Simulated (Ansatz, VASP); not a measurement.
**One calculation of Ru, two programs**

File INCAR:

```
SYSTEM = Ru
  ALGO = Normal
  EDIFF = 1E-8
  ENCUT = 520
  GGA = PE
  ISIF = 2
  ISMEAR = -1
  LASPH = .True.
  LCHARG = .False.
  LEFG = .True.
  LREAL = .False.
  LWAVE = .False.
  NBANDS = 21
  NELM = 60
  PREC = Accurate
  SIGMA = 0.03
```

The input KPOINTS:

```
k-points
0
Gamma
  10 10 10
  0 0 0
```

POSCAR

```
Ru
1.0
    0.0000000000      2.7450456750      2.7450456750
    2.7450456750      0.0000000000      2.7450456750
    2.7450456750      2.7450456750      0.0000000000
Ru
2
Direct
    0.0000000000      0.0000000000      0.0000000000
    0.2500000000      0.2500000000      0.2500000000
```

Input for Ansatz:

```yaml
crystal:
  lattice:
    - [0.0, 2.745045675, 2.745045675]
    - [2.745045675, 0.0, 2.745045675]
    - [2.745045675, 2.745045675, 0.0]
  atoms:
    - { symbol: Ru, position: [0.0, 0.0, 0.0] }
    - { symbol: Ru, position: [0.25, 0.25, 0.25] }
kpoints:
  mp_grid: { grid: [10, 10, 10] }
scf:
  occupations: { method: fermi_dirac, width: 0.03 }
hamiltonian:
  xc: pbe
  pseudopotentials: { kind: paw }
output:
  forces: true
  stress: true
  eigenvalues: true
  efg: { contact_densities: true }
```

Change from the starting cell: volume scaled by 1.02, PAW files.

Alike in both runs: task electric field gradients; functional PBE; k mesh 10 × 10 × 10; occupations fermi-dirac, width 0.03 eV; no spin polarisation.

```csv
,VASP,Ansatz
version,VASP 6.6.1,Ansatz 0.2.0
potentials or method,"VASP PAW PBE potentials, release 64 (Ru_pv)","PAW with Ansatz's default frozen-core files, scalar-relativistic"
plane-wave cutoff (eV),520,420
valence electrons in the cell,28,32
```

|  | VASP | Ansatz | Ansatz less VASP |
| --- | --- | --- | --- |
| pressure (GPa) | -2.9 | -3.1 | -0.22 |

With one functional, cell and mesh, what is left measures potentials, basis and numerics. VASP's potentials hold 28 valence electrons a cell and Ansatz's 32, so a difference there can come from the potentials and not from the codes.
